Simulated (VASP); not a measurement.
A run of VASP 6.6.1 is set up as follows.

The input INCAR:

```
SYSTEM = Ag
  ALGO = Fast
  EDIFF = 1E-7
  ENCUT = 520
  GGA = PS
  ISIF = 2
  ISMEAR = 0
  LASPH = .True.
  LCHARG = .False.
  LREAL = .False.
  LWAVE = .False.
  NBANDS = 12
  NELM = 100
  PREC = Accurate
  SIGMA = 0.15
```

Contents of KPOINTS:

```
k-points
0
Gamma
  20 20 20
  0 0 0
```

Contents of POSCAR:

```
Ag
1.0
    0.0000000000      1.9920225000      2.0941775000
    1.9920225000      0.0000000000      2.0941775000
    1.9920225000      1.9920225000      0.0000000000
Ag
1
Direct
    0.0000000000      0.0000000000      0.0000000000
```

Potentials or basis: VASP PAW PBE potentials, release 64 (Ag).

Command:

```console
$ cat potpaw_PBE.64/Ag/POTCAR > POTCAR
$ mpirun -np 1 vasp_std > vasp.out
```

(1) Estimate the pressure.

(2) Predict the band gap on the k mesh.

## Answers

(1) 0.1 GPa.

(2) zero (an odd number of electrons rules out a gap without spin polarisation).

Caveat: the cell differs from its parent crystal (strain -0.025 along x and y, +0.025 along z); the PAW data sets were made with another functional, which shifts forces and pressure a little.
